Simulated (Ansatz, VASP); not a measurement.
## One calculation of AlN, two programs

File INCAR:

```
SYSTEM = AlN
ALGO = Normal
EDIFF = 1E-7
EDIFFG = -0.01
ENCUT = 1330
GGA = PE
GGA_COMPAT = .False.
IBRION = 2
ISIF = 3
ISMEAR = 0
LASPH = .True.
LCHARG = .False.
LREAL = .False.
LWAVE = .False.
NELM = 120
NELMIN = 4
NSW = 100
PREC = Accurate
SIGMA = 0.02
```

Contents of KPOINTS:

```
k-points
0
Gamma
  10 10 6
  0 0 0
```

Contents of POSCAR:

```
AlN
1.0
    2.6924269561      0.0000000000      0.0000000000
    0.0000000000      2.6924269561      0.0000000000
    0.0000000000      0.0000000000      4.5240706379
Al N
1 1
Direct
    0.5000000000      0.5000000000      0.0000000000
    0.0000000000      0.0000000000      0.0000000000
```

Input for Ansatz:

```yaml
crystal:
  lattice:
    - [2.6924269561, 0.0, 0.0]
    - [0.0, 2.6924269561, 0.0]
    - [0.0, 0.0, 4.5240706379]
  atoms:
    - { symbol: Al, position: [0.5, 0.5, 0.0] }
    - { symbol: "N", position: [0.0, 0.0, 0.0] }
basis:
  ecutwfc: 420
kpoints:
  mp_grid: { grid: [10, 10, 6] }
hamiltonian:
  xc: pbe
scf:
  occupations: { method: gaussian, width: 0.02 }
output:
  forces: true
  stress: true
  eigenvalues: true
relax:
  adjacent_minimum: "off"
  f_tol: 0.01
  max_steps: 80
  cell: { stress_tol: 0.05 }
```

Change from the starting cell: species swapped into the SnO type (P4/nmm, No. 129).

Alike in both runs: task relaxation of cell and atoms; functional PBE; k mesh 10 × 10 × 6; occupations gaussian, width 0.02 eV; no spin polarisation.

```csv
,VASP,Ansatz
version,VASP 6.6.1,Ansatz 0.2.0
potentials or method,"VASP PAW PBE potentials, release 64 (Al, N_h), cutoff 1330 eV","scalar-relativistic, plane waves, PAW"
valence electrons in the cell,8,8
```

Ansatz gave:

| Quantity | Value |
| --- | --- |
| gap on the k mesh at the Fermi level, each at its own relaxed structure (eV) | 0.93 |
| relaxed volume (Å³/atom) | 18.05 |
| relaxed length of the cell vector where the two differ most in proportion (Å) | 4.981 |

Which values does VASP return?

gap on the k mesh at the Fermi level, each at its own relaxed structure (eV): 0.87; relaxed volume (Å³/atom): 17.46; relaxed length of the cell vector where the two differ most in proportion (Å): 4.820.
